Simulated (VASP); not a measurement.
Wanted: the native input for a VASP 6.6.1 run.

- Task: single point
- Functional: PBE
- Potentials or basis: VASP PAW PBE potentials, release 64 (C)
- Cutoff: 520 eV
- k mesh: 14 × 14 × 14
- Occupations: gaussian, width 0.02 eV
- Spin: no spin polarisation
- Dipole correction: no
- Further INCAR settings: ALGO = Normal; EDIFF = 1e-06; NBANDS = 11

The structure of C lies in POSCAR:

```
C
1.0
    0.0000000000      2.1360192257      4.2938514682
    1.2332305928      0.0000000000      4.2938514682
    1.2332305928      2.1360192257      0.0000000000
C
2
Direct
    0.1666721641      0.8333278359      0.1666721641
    0.8333278359      0.1666721641      0.8333278359
```

The input as run:

INCAR

```
SYSTEM = C
PREC     = Accurate       ! precision mode
ENCUT    = 520            ! plane-wave cutoff, eV
EDIFF    = 1E-6           ! SCF threshold, eV
ISMEAR   = 0              ! smearing method
SIGMA    = 0.02           ! smearing width, eV
LREAL    = .False.        ! projectors in reciprocal space
LASPH    = .True.         ! aspherical terms in the spheres
NELM     = 100            ! most SCF steps
ALGO     = Normal         ! electronic algorithm
ISIF     = 2              ! what is computed and relaxed
LWAVE    = .False.        ! write WAVECAR
LCHARG   = .False.        ! write CHGCAR
GGA      = PE             ! functional
NBANDS   = 11             ! bands
```

KPOINTS

```
Automatic mesh
0
Gamma
  14 14 14
  0 0 0
```

Potentials or basis: VASP PAW PBE potentials, release 64 (C).

Launch:

```console
$ cat potpaw_PBE.64/C/POTCAR > POTCAR
$ mpirun -np 1 vasp_std > vasp.out
```

Results of the run:

```json
{"Pressure": "0.4 GPa", "Band gap on the k mesh": "1.03 eV, indirect (least direct gap 1.09 eV)"}
```

It took 98 s on 1 thread of Intel(R) Xeon(R) Platinum 8375C CPU @ 2.90GHz (Ice Lake), with other jobs on the host, peak memory 0.21 GiB.
